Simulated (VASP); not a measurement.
# Cu (P6_3/mmc) in VASP: further runs

The runs below take Cu through single point, with r2SCAN0, PBE0.

Everything below comes from runs of VASP 6.6.1. Logs are shortened: lines on timing, memory, paths and dates and some standing lists are left out, and cuts for length are marked.

### Step 1. The cell of the first run

Symmetry: P6_3/mmc, No. 194, hexagonal system. The conventional cell has a = 2.482 Å, b = 2.482 Å, c = 4.029 Å, α = 90.00°, β = 90.00°, γ = 120.00°. Within 3.3 Å of Cu (site symmetry -6m2) lie 12 Cu at 2.47 to 2.48 Å.

This isn't the form of Cu at room conditions, which is fcc.

### Step 2. Single point, r2SCAN0

The input, POSCAR:

```
Cu
1.0
    2.4823658959      0.0000000000      0.0000000000
   -1.2411829479      2.1497919273      0.0000000000
    0.0000000000      0.0000000000      4.0286174227
Cu
2
Direct
    0.6666666667      0.3333333333      0.7500000000
    0.3333333333      0.6666666667      0.2500000000
```

The input, INCAR.step1:

```
ALGO = Normal ; EDIFF = 1E-5
ENCUT = 520 ; GGA = PE
ISIF = 2 ; ISMEAR = -1
LASPH = T ; LCHARG = F
LREAL = F ; LWAVE = T
NBANDS = 18 ; NELM = 60
PREC = Accurate ; SIGMA = 0.05
```

The input, INCAR.step2:

```
AEXX = 0.25 ; ALGO = Normal
EDIFF = 1E-6 ; ENCUT = 520
ISIF = 2 ; ISMEAR = -1
ISTART = 1 ; LASPH = T
LCHARG = F ; LHFCALC = T
LMIXTAU = T ; LREAL = F
LWAVE = F ; METAGGA = R2SCAN
NBANDS = 18 ; NELM = 60
PREC = Accurate ; PRECFOCK = Normal
SIGMA = 0.05
```

The input, KPOINTS:

```
k-points
0
Gamma
  6 6 4
```

Potentials or basis: VASP PAW PBE potentials, release 64 (Cu).

Run with:

```sh
$ cat potpaw_PBE.64/Cu/POTCAR > POTCAR
$ cp INCAR.step1 INCAR
$ mpirun -np 1 vasp_std > vasp.out
$ cp INCAR.step2 INCAR
$ mpirun -np 1 vasp_std > vasp.out
```

OUTCAR:

```text
AEXX = 0.25
   EDIFF = 1E-6
   ENCUT = 520
   ISIF = 2
   ISMEAR = -1
   ISTART = 1
   LASPH = T
   LHFCALC = T
   LREAL = F
   METAGGA = R2SCAN
   NELM = 60
   PREC = Accurate
   PRECFOCK = Normal

 ion  position               nearest neighbor table
   1  0.667  0.333  0.750-   2 2.47   2 2.47   2 2.47   2 2.47   2 2.47   2 2.47
   2  0.333  0.667  0.250-   1 2.47   1 2.47   1 2.47   1 2.47   1 2.47   1 2.47

  LATTYP: Found a hexagonal cell.
 ALAT       =     2.4823658959
 C/A-ratio  =     1.6228942838

  Lattice vectors:

 A1 = (   2.4823658959,   0.0000000000,   0.0000000000)
 A2 = (  -1.2411829479,   2.1497919273,   0.0000000000)
 A3 = (   0.0000000000,   0.0000000000,   4.0286174227)

Analysis of symmetry for initial positions (statically):
=====================================================================
 Subroutine PRICEL returns:
 Original cell was already a primitive cell.

 Routine SETGRP: Setting up the symmetry group for a
 hexagonal supercell.

 Subroutine GETGRP returns: Found 24 space group operations
 (whereof 12 operations were pure point group operations)
 out of a pool of 24 trial point group operations.

The static configuration has the point symmetry D_3d.
 The point group associated with its full space group is D_6h.

Analysis of symmetry for dynamics (positions and initial velocities):
=====================================================================
 Subroutine PRICEL returns:
 Original cell was already a primitive cell.

 Routine SETGRP: Setting up the symmetry group for a
 hexagonal supercell.

 Subroutine GETGRP returns: Found 24 space group operations
 (whereof 12 operations were pure point group operations)
 out of a pool of 24 trial point group operations.

The dynamic configuration has the point symmetry D_3d.
 The point group associated with its full space group is D_6h.

 Subroutine INISYM returns: Found 24 space group operations
 (whereof 12 operations are pure point group operations),
 and found     1 'primitive' translations

----------------------------------------------------------------------------------------

                                     Primitive cell

  volume of cell :      21.4990

  direct lattice vectors                    reciprocal lattice vectors
[... 85 lines left out ...]
   EDIFFG = 0.1E-04   stopping-criterion for IOM
   NSW    =      0    number of steps for IOM
   IBRION =     -1    ionic relax: 0-MD 1-quasi-New 2-CG
   NFREE  =      0    steps in history (QN), initial steepest desc. (CG)
   ISIF   =      2    stress and relaxation
   ISYM   =      3    0-nonsym 1-usesym 2-fastsym
   POTIM  = 0.5000    time-step for ionic-motion
   TEBEG  =    0.0;   TEEND  =   0.0 temperature during run
   PSTRESS=    0.0 pullay stress
   NELECT =      22.0000    total number of electrons
   NUPDOWN=      -1.0000    fix difference up-down
   EMIN   =  10.00;   EMAX   =-10.00  energy-range for DOS
   EFERMI =   0.00;   METHOD = LEGACY
   ISMEAR =    -1;   SIGMA  =   0.05  broadening in eV -4-tet -1-fermi 0-gaus
   EFERMI_NEDOS =   21; number of points for ismear=-14 and -15
   IALGO  =     38    algorithm
   IMIX   =      1    mixing-type and parameters
     AMIX     =   0.40;   BMIX     =  1.00
     AMIX_MAG =   1.60;   BMIX_MAG =  1.00
  volume/ion in A,a.u.               =      10.75        72.54
  Fermi-wavevector in a.u.,A,eV,Ry     =   1.649718  3.117514 37.029189  2.721569
  Thomas-Fermi vector in A             =   2.738790
   LORBIT       =      0    0 simple, 1 ext, 2 COOP (PROOUT), +10 PAW based schemes
   METAGGA = R2SCAN    functional components
   LHFCALC =     T    Hartree Fock is set to
   PRECFOCK=normal    Normal, Fast or Accurate (Low or Medium for compatibility)
   ENCUT4O =  -1.0   cutoff for four orbital integrals eV
   NKREDX  =     1    reduce k-point grid by
   NKREDY  =     1    reduce k-point grid by
   NKREDZ  =     1    reduce k-point grid by
   AEXX    =    0.2500 exact exchange contribution
   HFSCREEN=    0.0000 screening length (either q_TF or 0.3 A-1)
   HFSCREENC=   0.0000 screening length for correlation (either q_TF or 0.3 A-1)
   ENCUTFOCK=  -1.0 apply spherical cutoff to Coloumb kernel
   IVDW    =     0    specifies the selected vdW correction
   LEPSILON=     F    determine dielectric tensor
   LRPA    =     F    only Hartree local field effects (RPA)
 non-spin polarized calculation
  energy-cutoff  :      520.00
  volume of cell :       21.50
 maximum number of plane-waves:       588
  NGX = 14; NGY = 14; NGZ = 24

 number of electron      21.9999987 magnetization

 Free energy of the ion-electron system (eV)
  ---------------------------------------------------
  ext. energy  EPLUGINS =         0.00000000
  ---------------------------------------------------
  free energy    TOTEN  =       -18.56525022 eV

  energy without entropy =      -18.56046748  energy(sigma->0) =      -18.56285885

 E-fermi :   7.8482     XC(G=0): -11.0359

 val. band max:        7.7282848360   @ k =   0.3333   0.1667   0.2500
 cond. band min:       8.4193573656   @ k =   0.5000  -0.0000   0.2500
 fundamental gap:      0.6910725296
 Fermi energy:         7.8481832528

 k-point     1 :       0.0000    0.0000    0.0000
  band No.  band energies     occupation
      1      -3.3656      2.00000
      2       0.8770      2.00000
      3       3.1757      2.00000
      4       3.2119      2.00000
      5       3.2120      2.00000
      6       3.4708      2.00000
[... 418 lines left out ...]
      5       2.9492      2.00000
      6       2.9492      2.00000
[... 10 lines left out ...]
     17      32.8196      0.00000
     18      32.8196      0.00000

------------------------ aborting loop because EDIFF is reached ----------------------------------------

  FORCE on cell =-STRESS in cart. coord.  units (eV):
  Direction    XX          YY          ZZ          XY          YZ          ZX
  --------------------------------------------------------------------------------------
  -------------------------------------------------------------------------------------
  Total        2.3054057      2.3054057      1.8608854      0.0000000     -0.0000000     -0.0000000
  in kB      171.8065446    171.8065446    138.6793994      0.0000000     -0.0000000     -0.0000000
  external PRESSURE =     160.7641629 kB  Pullay stress =       0.0000000 kB

 VOLUME and BASIS-vectors are now :
 -----------------------------------------------------------------------------
  energy-cutoff  :      520.00
  volume of cell :       21.50
      direct lattice vectors                 reciprocal lattice vectors
     2.482365896  0.000000000  0.000000000     0.402841500  0.232580648  0.000000000
    -1.241182948  2.149791927  0.000000000     0.000000000  0.465161296  0.000000000
     0.000000000  0.000000000  4.028617423     0.000000000  0.000000000  0.248224116

 POSITION                                       TOTAL-FORCE (eV/Angst)
 -----------------------------------------------------------------------------------
      1.24118      0.71660      3.02146        -0.000000      0.000000     -0.000000
     -0.00000      1.43319      1.00715         0.000000     -0.000000      0.000000
 -----------------------------------------------------------------------------------
    total drift:                               -0.000000      0.000000      0.000000

  FREE ENERGIE OF THE ION-ELECTRON SYSTEM (eV)
  ---------------------------------------------------
  free  energy   TOTEN  =       -18.5652502155 eV

  energy  without entropy=      -18.5604674758  energy(sigma->0) =      -18.56285885
```

It took 40 min on 1 thread of Intel Xeon Platinum 8375C at 2.90GHz (Ice Lake), shared host; peak memory 0.14 GiB.

Results:

* Free energy: -18.5653 eV
* Pressure: 16.1 GPa
* Band gap on the k mesh: zero (bands 11 and 12 overlap by 9.36 eV)

Caveat: the k points lie up to 0.49 Å⁻¹ apart, too coarse for converged energies and pressures of a metal; the PAW data sets were made with another functional, which shifts forces and pressure a little.

### Step 3. Single point, PBE0

This run uses another cell than the first one, of 11.66 Å³/atom.

The input, POSCAR:

```
Cu
1.0
    2.5508792560      0.0000000000      0.0000000000
   -1.2754396280      2.2091262377      0.0000000000
    0.0000000000      0.0000000000      4.1398073633
Cu
2
Direct
    0.6666666667      0.3333333333      0.7500000000
    0.3333333333      0.6666666667      0.2500000000
```

The input, INCAR.step1:

```
SYSTEM = Cu
PREC     = Accurate       ! precision mode
ENCUT    = 520            ! plane-wave cutoff, eV
EDIFF    = 1E-5           ! SCF threshold, eV
ISMEAR   = -1             ! smearing method
SIGMA    = 0.05           ! smearing width, eV
LREAL    = .False.        ! projectors in reciprocal space
LASPH    = .True.         ! aspherical terms in the spheres
NELM     = 60             ! most SCF steps
ALGO     = Normal         ! electronic algorithm
ISIF     = 2              ! what is computed and relaxed
LWAVE    = .True.         ! write WAVECAR
LCHARG   = .False.        ! write CHGCAR
GGA      = PE             ! functional
NBANDS   = 18             ! bands
```

The input, INCAR.step2:

```
SYSTEM = Cu
PREC     = Accurate       ! precision mode
ENCUT    = 520            ! plane-wave cutoff, eV
EDIFF    = 1E-7           ! SCF threshold, eV
ISMEAR   = -1             ! smearing method
SIGMA    = 0.05           ! smearing width, eV
LREAL    = .False.        ! projectors in reciprocal space
LASPH    = .True.         ! aspherical terms in the spheres
NELM     = 60             ! most SCF steps
ALGO     = Normal         ! electronic algorithm
ISIF     = 2              ! what is computed and relaxed
LWAVE    = .False.        ! write WAVECAR
LCHARG   = .False.        ! write CHGCAR
GGA      = PE             ! functional
LHFCALC  = .True.         ! exact exchange
AEXX     = 0.25           ! exact-exchange fraction
PRECFOCK = Normal       
ISTART   = 1            
NBANDS   = 18             ! bands
```

The input, KPOINTS:

```
regular mesh
0
Gamma
  6 6 4
  0 0 0
```

Potentials or basis: VASP PAW PBE potentials, release 64 (Cu).

Run with:

```sh
$ cat potpaw_PBE.64/Cu/POTCAR > POTCAR
$ cp INCAR.step1 INCAR
$ mpirun -np 1 vasp_std > vasp.out
$ cp INCAR.step2 INCAR
$ mpirun -np 1 vasp_std > vasp.out
```

Wall time 81 min (1 thread of AMD EPYC 7R13, shared host); peak memory 0.13 GiB.

Results (log left out):

* Free energy: -7.6647 eV
* Pressure: 5.3 GPa
* Band gap on the k mesh: zero (bands 11 and 12 overlap by 8.75 eV)

Stress tensor (GPa, compression positive):
```
6.22 0.00 0.00
0.00 6.22 0.00
0.00 0.00 3.32
```

Levels at points of the mesh, in eV from the Fermi level:
```tsv
k point	band 9	band 10	band 11	band 12	band 13	band 14
(0.00, 0.00, 0.00)	-3.75	-2.81	-2.81	-0.72	5.62	23.50
(0.50, 0.00, 0.00)	-2.68	-2.60	0.68	2.77	9.81	10.35
(0.00, 0.00, 0.50)	-3.11	-3.11	-3.11	-3.11	14.98	14.98
(0.50, 0.00, 0.50)	-2.63	-2.63	1.61	1.61	6.68	6.68
```

Caveat: the k points lie up to 0.47 Å⁻¹ apart, too coarse for converged energies and pressures of a metal; the PAW data sets were made with another functional, which shifts forces and pressure a little.
